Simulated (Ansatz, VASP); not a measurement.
Sc: VASP beside Ansatz

```
Sc
1.0
    -1.35527    1.35527    1.35527
     1.35527   -1.35527    1.35527
     1.35527    1.35527   -1.35527
Sc
1
Direct
  0.00000 0.00000 0.00000
```

Change from the starting cell: volume scaled by 0.4, norm-conserving files.

Alike in both runs: task single point; functional PBE; k mesh 16 × 16 × 16; occupations fermi-dirac, width 0.05 eV; no spin polarisation.

```csv
,VASP,Ansatz
version,VASP 6.6.1,Ansatz 0.2.0
potentials or method,"VASP PAW PBE potentials, release 64 (Sc_sv)","norm-conserving pseudopotentials, scalar-relativistic"
plane-wave cutoff (eV),520,1061
valence electrons in the cell,11,11
```

```csv
,VASP,Ansatz,Ansatz less VASP
pressure (GPa),169.7,164.6,-5.05
```

Both programs put the cell under a high pressure, so it lies far from rest at this level.

Noted on VASP's run: the cell as given lies far from equilibrium.
